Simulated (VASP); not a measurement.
# AlAs (F-43m) in VASP: a series of runs, part 2 of 2

VASP 6.6.1.

## 3. Single point, LDA

INCAR

```
SYSTEM = AlAs
  PREC = Accurate
  ENCUT = 500
  EDIFF = 1E-6
  ISMEAR = 0
  SIGMA = 0.01
  LREAL = .FALSE.
  LASPH = .TRUE.
  NELM = 120
  ALGO = Normal
  ISIF = 2
  LWAVE = .FALSE.
  LCHARG = .TRUE.
  LELF = .TRUE.
  LVHAR = .TRUE.
  NBANDS = 11
  GGA_COMPAT = .FALSE.
```

KPOINTS

```
Automatic mesh
0
G
  4 4 4
  0 0 0
```

POSCAR

```
AlAs
1.0
    0.0000000000      2.8389246377      2.8389246377
    2.8389246377      0.0000000000      2.8389246377
    2.8389246377      2.8389246377      0.0000000000
Al As
1 1
Direct
    0.0000000000      0.0000000000      0.0000000000
    0.2500000000      0.2500000000      0.2500000000
```

Potentials or basis: VASP PAW LDA potentials, release 64 (Al, As).

Started as:

```
$ cat potpaw_LDA.64/Al/POTCAR potpaw_LDA.64/As/POTCAR > POTCAR
$ mpirun -np 1 vasp_std > vasp.out
```

OUTCAR:

```text
SYSTEM = AlAs
   PREC = Accurate
   ENCUT = 500
   EDIFF = 1E-6
   ISMEAR = 0
   LREAL = .FALSE.
   LASPH = .TRUE.
   NELM = 120
   ISIF = 2

 ion  position               nearest neighbor table
   1  0.000  0.000  0.000-   2 2.46   2 2.46   2 2.46   2 2.46
   2  0.250  0.250  0.250-   1 2.46   1 2.46   1 2.46   1 2.46

  LATTYP: Found a face centered cubic cell.
 ALAT       =     5.6778492754

  Lattice vectors:

 A1 = (   0.0000000000,   2.8389246377,   2.8389246377)
 A2 = (   2.8389246377,   0.0000000000,   2.8389246377)
 A3 = (   2.8389246377,   2.8389246377,   0.0000000000)

Analysis of symmetry for initial positions (statically):
=====================================================================
 Subroutine PRICEL returns:
 Original cell was already a primitive cell.

 Routine SETGRP: Setting up the symmetry group for a
 face centered cubic supercell.

 Subroutine GETGRP returns: Found 24 space group operations
 (whereof 24 operations were pure point group operations)
 out of a pool of 48 trial point group operations.

The static configuration has the point symmetry T_d .

Analysis of symmetry for dynamics (positions and initial velocities):
=====================================================================
[... 157 lines left out ...]
      7       7.9444      0.00000
      8       7.9444      0.00000
      9      12.2866      0.00000
     10      12.7344      0.00000
     11      12.7344      0.00000
[... 85 lines left out ...]
 k-point     8 :      -0.2500    0.5000    0.2500
  band No.  band energies     occupation
      1      -6.1237      2.00000
      2      -1.3528      2.00000
      3       0.5631      2.00000
      4       0.9146      2.00000
      5       7.9679      0.00000
      6       9.2483      0.00000
      7       9.2975      0.00000
      8       9.6744      0.00000
      9      14.1453      0.00000
     10      15.9060      0.00000
     11      16.1495      0.00000

------------------------ aborting loop because EDIFF is reached ----------------------------------------

  FORCE on cell =-STRESS in cart. coord.  units (eV):
  Direction    XX          YY          ZZ          XY          YZ          ZX
  --------------------------------------------------------------------------------------
  -------------------------------------------------------------------------------------
  Total       -0.3634521     -0.3634521     -0.3634521     -0.0000000      0.0000000     -0.0000000
  in kB      -12.7252454    -12.7252454    -12.7252454     -0.0000000      0.0000000     -0.0000000
  external PRESSURE =     -12.7252454 kB  Pullay stress =       0.0000000 kB

 VOLUME and BASIS-vectors are now :
 -----------------------------------------------------------------------------
  energy-cutoff  :      500.00
  volume of cell :       45.76
      direct lattice vectors                 reciprocal lattice vectors
     0.000000000  2.838924638  2.838924638    -0.176123027  0.176123027  0.176123027
     2.838924638  0.000000000  2.838924638     0.176123027 -0.176123027  0.176123027
     2.838924638  2.838924638  0.000000000     0.176123027  0.176123027 -0.176123027

 POSITION                                       TOTAL-FORCE (eV/Angst)
 -----------------------------------------------------------------------------------
      0.00000      0.00000      0.00000        -0.000000     -0.000000     -0.000000
      1.41946      1.41946      1.41946         0.000000      0.000000      0.000000
 -----------------------------------------------------------------------------------
    total drift:                               -0.000000     -0.000000     -0.000000

  FREE ENERGIE OF THE ION-ELECTRON SYSTEM (eV)
  ---------------------------------------------------
  free  energy   TOTEN  =       -10.3878239428 eV

  energy  without entropy=      -10.3878239428  energy(sigma->0) =      -10.38782394
```

OSZICAR:

```text
N       E                     dE             d eps       ncg     rms          rms(c)
DAV:   1     0.120888261450E+02    0.12089E+02   -0.29034E+03   176   0.532E+02
DAV:   2    -0.978703568183E+01   -0.21876E+02   -0.20583E+02   243   0.864E+01
DAV:   3    -0.107262704537E+02   -0.93923E+00   -0.93736E+00   239   0.176E+01
DAV:   4    -0.107329169580E+02   -0.66465E-02   -0.66458E-02   200   0.175E+00
DAV:   5    -0.107330114350E+02   -0.94477E-04   -0.94476E-04   219   0.209E-01    0.339E+00
DAV:   6    -0.104534453992E+02    0.27957E+00   -0.44126E-01   194   0.241E+00    0.191E+00
DAV:   7    -0.103916627593E+02    0.61783E-01   -0.20058E-01   191   0.173E+00    0.679E-01
DAV:   8    -0.103878425513E+02    0.38202E-02   -0.14651E-02   194   0.562E-01    0.973E-02
DAV:   9    -0.103878039268E+02    0.38625E-04   -0.75293E-04   200   0.139E-01    0.453E-02
DAV:  10    -0.103878212124E+02   -0.17286E-04   -0.30346E-05   197   0.294E-02    0.145E-02
DAV:  11    -0.103878243507E+02   -0.31383E-05   -0.71765E-06   202   0.121E-02    0.650E-03
DAV:  12    -0.103878239428E+02    0.40793E-06   -0.15373E-06   121   0.502E-03
   1 F= -.10387824E+02 E0= -.10387824E+02  d E =-.926677E-29
```

stdout:

```text
POSCAR found type information on POSCAR AlAs
 POSCAR found :  2 types and       2 ions
 scaLAPACK will be used
 LDA part: xc-table for (Slater(with rela. corr.)+CA(PZ))
 , standard interpolation
 POSCAR, INCAR and KPOINTS ok, starting setup
 FFT: planning ... GRIDC
 FFT: planning ... GRID_SOFT
 FFT: planning ... GRID
 WAVECAR not read
 entering main loop
```

Run time: 7.5 s. Hardware: 1 thread of Intel Xeon Platinum 8375C at 2.90GHz (Ice Lake), shared host; peak memory 0.14 GiB.

What came out:

- Free energy: -10.3878 eV
- Pressure: -1.3 GPa
- Band gap on the k mesh: 1.32 eV, indirect (least direct gap 1.80 eV)

Caveat: the k points lie up to 0.48 Å⁻¹ apart. A k mesh can miss the band edges.

## 4. Single point, HSE06

POSCAR is that of step 3.

INCAR.step1

```
SYSTEM = AlAs
ALGO = Normal ; EDIFF = 1E-5
ENCUT = 400 ; GGA = PE
GGA_COMPAT = .FALSE. ; ISIF = 2
ISMEAR = 0 ; LASPH = .TRUE.
LCHARG = .FALSE. ; LREAL = .FALSE.
LWAVE = .TRUE. ; NBANDS = 11
NELM = 120 ; PREC = Accurate
SIGMA = 0.01
```

INCAR.step2

```
SYSTEM = AlAs
ALGO = Normal ; EDIFF = 1E-6
ENCUT = 400 ; GGA = PE
GGA_COMPAT = .FALSE. ; HFSCREEN = 0.2079
ISIF = 2 ; ISMEAR = 0
ISTART = 1 ; LASPH = .TRUE.
LCHARG = .FALSE. ; LHFCALC = .TRUE.
LREAL = .FALSE. ; LWAVE = .FALSE.
NBANDS = 11 ; NELM = 120
PREC = Accurate ; PRECFOCK = Normal
SIGMA = 0.01
```

KPOINTS

```
k-points
0
G
  4 4 4
  0 0 0
```

Potentials or basis: VASP PAW PBE potentials, release 64 (Al, As).

Started as:

```
$ cat potpaw_PBE.64/Al/POTCAR potpaw_PBE.64/As/POTCAR > POTCAR
$ cp INCAR.step1 INCAR
$ mpirun -np 1 vasp_std > vasp.out
$ cp INCAR.step2 INCAR
$ mpirun -np 1 vasp_std > vasp.out
```

Run time: 88 s. Hardware: 1 thread of Intel Xeon Platinum 8375C at 2.90GHz (Ice Lake), shared host; peak memory 0.26 GiB.

It converged, with:

- Free energy: -10.8720 eV
- Pressure: 0.2 GPa
- Band gap on the k mesh: 2.11 eV, indirect (least direct gap 2.89 eV)

Levels at points of the mesh, in eV from the valence-band top:
| k point | band 2 | band 3 | band 4 | band 5 | band 6 | band 7 |
| --- | --- | --- | --- | --- | --- | --- |
| (0.00, 0.00, 0.00) | 0.00 | 0.00 | 0.00 | 2.89 | 5.13 | 5.13 |
| (0.50, 0.00, 0.00) | -6.07 | -0.89 | -0.89 | 2.90 | 5.54 | 5.54 |
| (0.50, 0.50, 0.00) | -5.93 | -2.35 | -2.35 | 2.11 | 3.00 | 11.58 |

Caveat: the k points lie up to 0.48 Å⁻¹ apart; the PAW data sets were made with another functional, which shifts forces and pressure a little.

## 5. The runs side by side

```tsv
level	potentials or basis	cutoff (eV)	grid for exact exchange (PRECFOCK)	screening parameter	gap on the mesh (eV)	pressure (GPa)
PBE	VASP PAW PBE potentials, release 64 (Al, As)	500	-	-	1.43	2.4
LDA	VASP PAW LDA potentials, release 64 (Al, As)	500	-	-	1.32	-1.3
HSE06	VASP PAW PBE potentials, release 64 (Al, As)	400	Normal	0.2079 1/Å	2.11	0.2
```

Alike in all rows: task single point; no spin polarisation; cell as given; k mesh 4 × 4 × 4; smearing gaussian 0.01 eV.

Caveats: all runs use coarse meshes; the PAW data sets were made with another functional, which shifts forces and pressure a little (some runs).

Total energies depend on the potentials used, so only differences within one code and one set of settings carry meaning.
